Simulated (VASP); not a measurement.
Write the native input for VASP 6.6.1 that does the following.

* Task: single point
* Functional: PBE
* Potentials or basis: VASP PAW PBE potentials, release 64 (Al, Nb_sv, N)
* Cutoff: 600 eV
* k mesh: 3 × 3 × 3
* Occupations: gaussian, width 0.15 eV
* Spin: no spin polarisation
* Dipole correction: no
* Further INCAR settings: ALGO = Normal; EDIFF = 1e-06; NBANDS = 26

The structure of NbAl2N3 lies in POSCAR:

```
NbAl2N3
1.0
   -2.0750619269      2.0750619269      4.6862478271
    2.0750619269     -2.0750619269      4.6862478271
    2.0750619269      2.0750619269     -4.6862478271
Al Nb N
2 1 3
Direct
    0.3018598296      0.3018598296      0.0000000000
    0.6981401704      0.6981401704      0.0000000000
    0.0000000000      0.0000000000      0.0000000000
    0.5000000000      0.5000000000      0.0000000000
    0.5000000000      0.0000000000      0.5000000000
    0.0000000000      0.5000000000      0.5000000000
```

One way to write it, as run:

INCAR

```
SYSTEM = NbAl2N3
PREC     = Accurate       ! precision mode
ENCUT    = 600            ! plane-wave cutoff, eV
EDIFF    = 1E-6           ! SCF threshold, eV
ISMEAR   = 0              ! smearing method
SIGMA    = 0.15           ! smearing width, eV
LREAL    = .False.        ! projectors in reciprocal space
LASPH    = .True.         ! aspherical terms in the spheres
NELM     = 120            ! most SCF steps
ALGO     = Normal         ! electronic algorithm
ISIF     = 2              ! what is computed and relaxed
LWAVE    = .False.        ! write WAVECAR
LCHARG   = .False.        ! write CHGCAR
GGA      = PE             ! functional
NBANDS   = 26             ! bands
GGA_COMPAT= .False.
```

KPOINTS

```
Automatic mesh
0
Gamma
  3 3 3
  0 0 0
```

Potentials or basis: VASP PAW PBE potentials, release 64 (Al, Nb_sv, N).

Command:

```console
$ cat potpaw_PBE.64/Al/POTCAR potpaw_PBE.64/Nb_sv/POTCAR potpaw_PBE.64/N/POTCAR > POTCAR
$ mpirun -np 1 vasp_std > vasp.out
```

It gave:

| Property | Result |
| --- | --- |
| Pressure | -0.6 GPa |
| Largest force | 0.023 eV/Å |
| Band gap on the k mesh | zero (band 17 reaches 7.13 eV, above the bottom of band 18 at 6.92 eV) |

Caveat: the k points lie up to 0.71 Å⁻¹ apart.

Run time: 20 s on 1 thread of Intel(R) Xeon(R) 6975P-C (Granite Rapids) (shared host), peak memory 0.32 GiB.
